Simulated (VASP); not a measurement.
Write the native input for VASP 6.6.1 that does the following.

```
Task                   : single point
Functional             : PBE
Potentials or basis    : VASP PAW PBE potentials, release 64 (Sr_sv, O)
Cutoff                 : 600 eV
k mesh                 : 6 × 6 × 6
Occupations            : fermi-dirac, width 0.2 eV
Spin                   : no spin polarisation
Dipole correction      : no
Further INCAR settings : ALGO = Normal; EDIFF = 1e-06; NBANDS = 15
```

The structure of SrO lies in POSCAR:

```
SrO
1.0
    0.0000000000      2.5798923266      2.5798923266
    2.5798923266      0.0000000000      2.5798923266
    2.5798923266      2.5798923266      0.0000000000
Sr O
1 1
Direct
    0.0000000000      0.0000000000      0.0000000000
    0.5000000000      0.5000000000      0.5000000000
```

One way to write it, as run:

INCAR

```
ALGO = Normal
EDIFF = 1E-6
ENCUT = 600
GGA = PE
GGA_COMPAT = False
ISIF = 2
ISMEAR = -1
LASPH = True
LCHARG = False
LREAL = False
LWAVE = False
NBANDS = 15
NELM = 120
PREC = Accurate
SIGMA = 0.2
```

KPOINTS

```
k-points
0
Gamma
  6 6 6
```

Potentials or basis: VASP PAW PBE potentials, release 64 (Sr_sv, O).

Launch:

```bash
$ cat potpaw_PBE.64/Sr_sv/POTCAR potpaw_PBE.64/O/POTCAR > POTCAR
$ mpirun -np 1 vasp_std > vasp.out
```

Results of the run:

| Quantity | Value |
| --- | --- |
| Pressure | 2.3 GPa |
| Band gap on the k mesh | 3.27 eV (least direct gap 3.37 eV) |

Run time: 7.2 s on 1 thread of Intel(R) Xeon(R) 6975P-C (Granite Rapids), on a shared host, peak memory 0.17 GiB.
